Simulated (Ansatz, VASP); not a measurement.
**Two plane-wave programs on LaB6**

```
La B
1.0
     4.15497    0.00000    0.00000
     0.00000    4.15497    0.00000
     0.00000    0.00000    4.15497
La B
1 6
Direct
  0.00000 0.00000 0.00000
  0.19985 0.50000 0.50000
  0.80015 0.50000 0.50000
  0.50000 0.50000 0.19985
  0.50000 0.50000 0.80015
  0.50000 0.19985 0.50000
  0.50000 0.80015 0.50000
```

Alike in both runs: task single point; functional LDA; k mesh 8 × 8 × 8; occupations gaussian, width 0.05 eV; no spin polarisation.

|  | VASP | Ansatz |
| --- | --- | --- |
| version | VASP 6.6.1 | Ansatz 0.2.0 |
| potentials or method | VASP PAW LDA potentials, release 64 (La, B), cutoff 520 eV | scalar-relativistic, plane waves, PAW |
| valence electrons in the cell | 29 | 29 |

|  | VASP | Ansatz | Ansatz less VASP |
| --- | --- | --- | --- |
| gap on the k mesh at the Fermi level (eV) | none | none | - |
| pressure (GPa) | -7.3 | -7.4 | -0.12 |
| rms of the force components (eV/Å) | 0.081 | 0.091 | +0.0100 |

LDA's correlation is that of Perdew and Zunger in VASP and of Perdew and Wang (1992) in Ansatz. Atom by atom the forces differ by 0.010 eV/Å (rms over components). A gap of «none» marks a metal or a gap that the smearing closes.

Neither program's run includes spin-orbit coupling.
